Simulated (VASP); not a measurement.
The system is HgSe.

```
Hg Se
1.0
     0.00000    3.03900    3.03900
     3.03900    0.00000    3.03900
     3.03900    3.03900    0.00000
Hg Se
1 1
Direct
  0.00000 0.00000 0.00000
  0.75000 0.75000 0.75000
```

```yaml
Program: VASP 6.6.1
Task: relaxation of cell and atoms
Functional: BLYP
Potentials_or_basis: VASP PAW PBE potentials, release 64 (Hg, Se)
Cutoff: 500 eV
k_mesh: 8 × 8 × 8
Occupations: fermi-dirac, width 0.05 eV
Spin: no spin polarisation
```

At the start: pressure 9.0 GPa; volume 28.07 Å³/atom.

Question: Where does the relaxation end?

Answer: Over 5 steps the energy falls by 123.4 meV/atom and the volume is 33.30 Å³/atom (+18.7 %); space group F-43m (No. 216, to 0.05 Å).

Step by step:
```tsv
step	energy change (eV)	largest force (eV/Å)	pressure (GPa)	volume (Å³)
1	0.0000	0.0000	8.96	56.13
2	-0.2314	0.0000	-1.43	69.88
3	-0.2467	0.0000	0.07	66.48
4	-0.2467	0.0000	-0.04	66.70
5	-0.2467	0.0000	0.00	66.61
```

Final structure:
```yaml
crystal:
  lattice:
    - [0.00000, 3.21738, 3.21738]
    - [3.21738, 0.00000, 3.21738]
    - [3.21738, 3.21738, 0.00000]
  atoms:
    - { symbol: Hg, position: [0.00000, 0.00000, 0.00000] }
    - { symbol: Se, position: [0.75000, 0.75000, 0.75000] }
```

Caveat: the volume moved by over 15 % at a fixed basis, so the end points are rough; the PAW data sets were made with another functional, which shifts forces and pressure a little; the volume moved by +19 % from the deposited cell, more than functionals usually miss.
